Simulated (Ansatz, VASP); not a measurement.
**One calculation of Hf, two programs**

INCAR

```
PREC     = Accurate       # precision mode
ENCUT    = 520            # plane-wave cutoff, eV
EDIFF    = 1E-7           # SCF threshold, eV
ISMEAR   = 0              # smearing method
SIGMA    = 0.15           # smearing width, eV
LREAL    = F              # projectors in reciprocal space
LASPH    = T              # aspherical terms in the spheres
NELM     = 60             # most SCF steps
ALGO     = Fast           # electronic algorithm
ISIF     = 2              # what is computed and relaxed
LWAVE    = F              # write WAVECAR
LCHARG   = F              # write CHGCAR
GGA      = PS             # functional
NBANDS   = 17             # bands
```

Contents of KPOINTS:

```
regular mesh
0
Gamma
  18 18 10
```

The input POSCAR:

```
Hf
1.0
    3.1966985242      0.0000000000      0.0000000000
   -1.5983492621      2.7684221302      0.0000000000
    0.0000000000      0.0000000000      5.0578000000
Hf
2
Direct
    0.1239882738      0.5134154467      0.1906856736
    0.6666666667      0.3333333333      0.7500000000
```

Input for Ansatz:

```yaml
crystal:
  lattice:
    - [3.1966985242, 0.0, 0.0]
    - [-1.5983492621, 2.7684221302, 0.0]
    - [0.0, 0.0, 5.0578]
  atoms:
    - { symbol: Hf, position: [0.1239882738, 0.5134154467, 0.1906856736] }
    - { symbol: Hf, position: [0.6666666667, 0.3333333333, 0.75] }
basis:
  ecutwfc: 420
kpoints:
  mp_grid: { grid: [18, 18, 10] }
hamiltonian:
  xc: pbesol
scf:
  occupations: { method: gaussian, width: 0.15 }
output:
  forces: true
  stress: true
  eigenvalues: true
```

Alike in both runs: task single point; functional PBEsol; k mesh 18 × 18 × 10; occupations gaussian, width 0.15 eV; no spin polarisation.

|  | VASP | Ansatz |
| --- | --- | --- |
| version | VASP 6.6.1 | Ansatz 0.2.0 |
| potentials or method | VASP PAW PBE potentials, release 64 (Hf_pv), cutoff 520 eV | scalar-relativistic, plane waves, PAW |
| valence electrons in the cell | 20 | 52 |

|  | VASP | Ansatz | Ansatz less VASP |
| --- | --- | --- | --- |
| gap on the k mesh at the Fermi level (eV) | none | none | - |
| pressure (GPa) | -1.6 | -1.2 | +0.39 |
| traceless stress, the component that is largest in VASP (GPa) | 7.02 | 7.13 | +0.115 |
| rms of the force components (eV/Å) | 1.421 | 1.451 | +0.0309 |

VASP's potentials were made for PBE, not for PBEsol. Atom by atom the forces differ by 0.033 eV/Å (rms over components). A gap of «none» marks a metal or a gap that the smearing closes. VASP's potentials hold 20 valence electrons a cell and Ansatz's 52, so a difference there can come from the potentials and not from the codes.

Neither program's run includes spin-orbit coupling.
